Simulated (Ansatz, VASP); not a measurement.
This is a calculation of Ge for Ansatz 0.2.0.

File input.yaml:

```yaml
crystal:
  lattice:
    - [0.0, 2.7906767997, 2.7906767997]
    - [2.7906767997, 0.0, 2.7906767997]
    - [2.7906767997, 2.7906767997, 0.0]
  atoms:
    - { symbol: Ge, position: [0.75, 0.75, 0.75] }
    - { symbol: Ge, position: [0.5, 0.5, 0.5] }
kpoints:
  mp_grid: { grid: [8, 8, 8] }
scf:
  occupations: { method: fermi_dirac, width: 0.05 }
hamiltonian:
  xc: pbesol
  pseudopotentials: { kind: all_electron, lapw: { basis_error: 0.0005 } }
output:
  forces: true
  stress: true
  eigenvalues: true
```

Potentials or basis: all-electron LAPW, scalar-relativistic.

Run with:

```bash
$ ansatz run input.yaml --threads 1 --pin off --max-ram 3072MiB --backend cpu --events-out ev --progress --plain --runs-dir out
```

Set up the same calculation for VASP 6.6.1. Potentials there: VASP PAW PBE potentials, release 64 (Ge_d).

As run (the cutoff follows the program's own potentials):

The input INCAR:

```
SYSTEM = Ge
PREC = Accurate
ENCUT = 520
EDIFF = 1E-6
ISMEAR = -1
SIGMA = 0.05
LREAL = .False.
LASPH = .True.
NELM = 100
ALGO = Normal
ISIF = 2
LWAVE = .False.
LCHARG = .True.
GGA = PS
LELF = .True.
LVHAR = .True.
NBANDS = 21
```

The input KPOINTS:

```
regular mesh
0
Gamma
  8 8 8
  0 0 0
```

POSCAR

```
Ge
1.0
    0.0000000000      2.7906767997      2.7906767997
    2.7906767997      0.0000000000      2.7906767997
    2.7906767997      2.7906767997      0.0000000000
Ge
2
Direct
    0.7500000000      0.7500000000      0.7500000000
    0.5000000000      0.5000000000      0.5000000000
```

Potentials or basis: VASP PAW PBE potentials, release 64 (Ge_d).

The run is started by

```bash
$ cat potpaw_PBE.64/Ge_d/POTCAR > POTCAR
$ mpirun -np 1 vasp_std > vasp.out
```

Both were run:

|  | VASP | Ansatz | Ansatz less VASP |
| --- | --- | --- | --- |
| gap on the k mesh at the Fermi level (eV) | 0.25 | 0.25 | -0.003 |
| least direct gap on the mesh (eV) | 0.37 | 0.37 | -0.005 |
| pressure (GPa) | 3.7 | 3.7 | +0.10 |

VASP's potentials were made for PBE, not for PBEsol. Ansatz ran all-electron here, and VASP with PAW potentials.
